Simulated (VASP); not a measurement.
In3Se, 4 atoms in the cell. Symmetry: Pm-3m, No. 221, cubic system. The conventional cell has a = 4.668 Å, b = 4.668 Å, c = 4.668 Å, α = 90.00°, β = 90.00°, γ = 90.00°. Within 4.3 Å of In (site symmetry 4/mmm) lie 8 In at 3.30 Å and 4 Se at 3.30 Å. Se (site symmetry m-3m) has 12 In at 3.30 Å within 4.3 Å. 

```yaml
Program: VASP 6.6.1
Task: single point
Functional: PBEsol
Potentials_or_basis: VASP PAW PBE potentials, release 64 (In_d, Se)
Cutoff: 520 eV
k_mesh: 8 × 8 × 8
Occupations: gaussian, width 0.15 eV
Spin: no spin polarisation
Dipole_correction: no
Further_INCAR_settings: ALGO = Normal; EDIFF = 1e-06; NBANDS = 30
```

Potentials or basis: VASP PAW PBE potentials, release 64 (In_d, Se).

Launch:

```sh
$ cat potpaw_PBE.64/In_d/POTCAR potpaw_PBE.64/Se/POTCAR > POTCAR
$ mpirun -np 1 vasp_std > vasp.out
```

Hardware: 1 thread of AMD EPYC 7R43 64-Core Processor (Zen 3), with other jobs on the host.

Q: Estimate the wall time of this run.

A: Wall time 120 s on 1 thread of AMD EPYC 7R43 64-Core Processor (Zen 3), on a shared host, peak memory 0.22 GiB. Counts: scf iterations 13, k points 35.
